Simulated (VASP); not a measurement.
Runs of VASP 6.6.1 on Al2GaP3. The structure is that of space group P31m (No. 157), or close to it. The cells are those of the table. 

```tsv
cell	k mesh	smearing	gap on the mesh (eV)	pressure (GPa)	largest force (eV/Å)
a = 6.731, b = 6.731, c = 6.389 Å, angles 90.0, 90.0, 120.0°, 12 atoms	6 × 6 × 4	gaussian 0.02 eV	1.71	-0.1	0.01
a = 6.386, b = 6.734, c = 6.731 Å, angles 120.0, 90.0, 90.0°, 12 atoms	2 × 3 × 3	gaussian 0.1 eV	1.83	-0.1	0.01
a = 6.389, b = 6.731, c = 6.731 Å, angles 120.0, 90.0, 90.0°, 12 atoms	2 × 3 × 3	gaussian 0.1 eV	(a)	-0.1	0.02
a = 6.731, b = 6.731, c = 6.389 Å, angles 90.0, 90.0, 120.0°, 12 atoms	3 × 3 × 4	gaussian 0.1 eV	1.71	-0.1	0.01
```

Alike in all rows: task single point; level PBE; potentials or basis VASP PAW PBE potentials, release 64 (Al, Ga_d, P); no spin polarisation; cutoff (eV) 520.

Question: Estimate the missing entries.

Answer: (a) 1.84.

Caveats: some runs use coarse meshes.

A k mesh can miss the band edges, and the runs leave out spin-orbit coupling on Ga.
